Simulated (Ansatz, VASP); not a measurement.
**One calculation of SiC, two programs**

INCAR

```
SYSTEM = SiC
ALGO = Normal
EDIFF = 1E-7
EDIFFG = -0.002
ENCUT = 520
IBRION = 2
ISIF = 2
ISMEAR = 0
LASPH = .TRUE.
LCHARG = .FALSE.
LREAL = .FALSE.
LWAVE = .FALSE.
NELM = 60
NSW = 50
PREC = Accurate
SIGMA = 0.01
```

File KPOINTS:

```
k-points
0
G
  8 8 4
  0 0 0
```

File POSCAR:

```
SiC
1.0
    3.0410799538      0.0000000000      0.0000000000
   -1.5205399769      2.6336524949      0.0000000000
    0.0000000000      0.0000000000      4.9908338809
Si C
2 2
Direct
    0.3333333333      0.6666666667      0.0045956371
    0.6666666667      0.3333333333      0.5045956371
    0.3333333333      0.6666666667      0.3804043629
    0.6666666667      0.3333333333      0.8804043629
```

Input for Ansatz:

```yaml
crystal:
  lattice:
    - [3.0410799538, 0.0, 0.0]
    - [-1.5205399769, 2.63365249493, 0.0]
    - [0.0, 0.0, 4.99083388092]
  atoms:
    - { symbol: Si, position: [0.333333333333, 0.666666666667, 0.00459563708] }
    - { symbol: Si, position: [0.666666666667, 0.333333333333, 0.50459563708] }
    - { symbol: C, position: [0.333333333333, 0.666666666667, 0.38040436292] }
    - { symbol: C, position: [0.666666666667, 0.333333333333, 0.88040436292] }
kpoints:
  mp_grid: { grid: [8, 8, 4] }
scf:
  occupations: { method: fixed }
  convergence: { dr2_threshold: 1.0e-10 }
hamiltonian:
  xc: lda
  pseudopotentials: { kind: all_electron, lapw: { basis_error: 0.0005 } }
output:
  forces: true
  stress: true
  eigenstates:
    kpoints:
      - [0.0, 0.0, 0.0]
      - [-0.666666667, 0.333333333, 0.0]
      - [0.5, -0.5, 0.0]
      - [0.0, 0.5, 0.0]
      - [0.5, 0.0, 0.0]
      - [0.0, 0.0, -0.5]
      - [-0.5, 0.0, -0.5]
      - [-0.5, 0.5, -0.5]
      - [0.0, -0.5, -0.5]
relax:
  f_tol: 0.002
  max_steps: 30
```

Alike in both runs: task relaxation of the atoms; functional LDA; k mesh 8 × 8 × 4; no spin polarisation.

```csv
,VASP,Ansatz
version,VASP 6.6.1,Ansatz 0.2.0
potentials or method,"VASP PAW LDA potentials, release 64 (Si, C), cutoff 520 eV","all-electron LAPW, scalar-relativistic"
occupations,"gaussian, width 0.01 eV",fixed
```

```csv
,VASP,Ansatz,Ansatz less VASP
"gap on the k mesh at the Fermi level, each at its own relaxed structure (eV)",2.36,2.37,+0.014
```

LDA's correlation is that of Perdew and Zunger in VASP and of Perdew and Wang (1992) in Ansatz. Ansatz ran all-electron here, and VASP with PAW potentials.

Noted on VASP's run: the relaxation stopped at its first step, so nothing moved.
